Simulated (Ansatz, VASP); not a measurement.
## One calculation of C, two programs

```
CELL_PARAMETERS angstrom
-1.13171 1.13171 1.13171
1.13171 -1.13171 1.13171
1.13171 1.13171 -1.13171
ATOMIC_POSITIONS crystal
C 0.00000 0.00000 0.00000
```

Change from the starting cell: volume scaled by 0.92, LAPW.

Alike in both runs: task single point; functional LDA; k mesh 22 × 22 × 22; occupations fermi-dirac, width 0.1 eV; no spin polarisation.

|  | VASP | Ansatz |
| --- | --- | --- |
| version | VASP 6.6.1 | Ansatz 0.2.0 |
| potentials or method | VASP PAW LDA potentials, release 64 (C), cutoff 520 eV | all-electron LAPW, scalar-relativistic |

Ansatz gave:

* pressure (GPa): 22.3

**Question.** What did VASP give for the same quantities?

**Answer.** Pressure (GPa): 23.2.

LDA's correlation is that of Perdew and Zunger in VASP and of Perdew and Wang (1992) in Ansatz. Ansatz ran all-electron here, and VASP with PAW potentials.
